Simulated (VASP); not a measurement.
H, 2 atoms in the cell. The structure is hexagonal, space group P6_3/mmc (No. 194). Conventional cell: a = 1.970 Å, b = 1.970 Å, c = 1.942 Å, α = 90.00°, β = 90.00°, γ = 120.00°. Within 2.0 Å of H (site symmetry -6m2) lie 14 H at 1.50 to 1.97 Å.  This cell differs from its parent crystal: volume scaled by 1.06.

* Program: VASP 6.6.1
* Task: electric field gradients
* Functional: PBE
* Potentials or basis: VASP PAW PBE potentials, release 64 (H)
* Cutoff: 520 eV
* k mesh: 17 × 17 × 9
* Occupations: fermi-dirac, width 0.05 eV
* Spin: no spin polarisation
* Dipole correction: no
* Further INCAR settings: ALGO = Normal; EDIFF = 1e-08; NBANDS = 8

Potentials or basis: VASP PAW PBE potentials, release 64 (H).

Run with:

```bash
$ cat potpaw_PBE.64/H/POTCAR > POTCAR
$ mpirun -np 1 vasp_std > vasp.out
```

Hardware: 1 thread of Intel(R) Xeon(R) 6975P-C (Granite Rapids) (shared host).

Estimate the wall time of this run.

It took 5 s on 1 thread of Intel(R) Xeon(R) 6975P-C (Granite Rapids) (shared host), peak memory 0.1 GiB. Counts: scf iterations 10, k points 165.
